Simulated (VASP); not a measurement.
Runs of VASP 6.6.1 on Cs. The structure is that of space group Pm-3m (No. 221), or close to it. The cells are those of the table. This isn't the form of Cs at room conditions, which is bcc.

```tsv
cell	gap on the mesh (eV)	pressure (GPa)
a = 3.840 Å, 1 atom	none	(a)
a = 4.747 Å, 1 atom	none	0.4
a = 3.693 Å, 1 atom	none	4.0
a = 4.553 Å, 1 atom	none	0.7
a = 4.341 Å, 1 atom	none	1.2
a = 4.927 Å, 1 atom	none	(b)
a = 5.012 Å, 1 atom	none	0.0
```

Alike in all rows: task single point; level PBE; potentials or basis VASP PAW PBE potentials, release 64 (Cs_sv); no spin polarisation; k mesh 8 × 8 × 8; cutoff (eV) 520; smearing fermi-dirac 0.08 eV.

**Question.** Estimate the missing entries.

**Answer.** (a) 3.0; (b) 0.1.

Caveats: spin-orbit coupling is left out, which moves the levels of the heavy elements; the cell stands under pressure (at least some runs).

A k mesh can miss the band edges, and the runs leave out spin-orbit coupling on Cs.

A gap of «none» marks levels without a gap at the run's occupations.
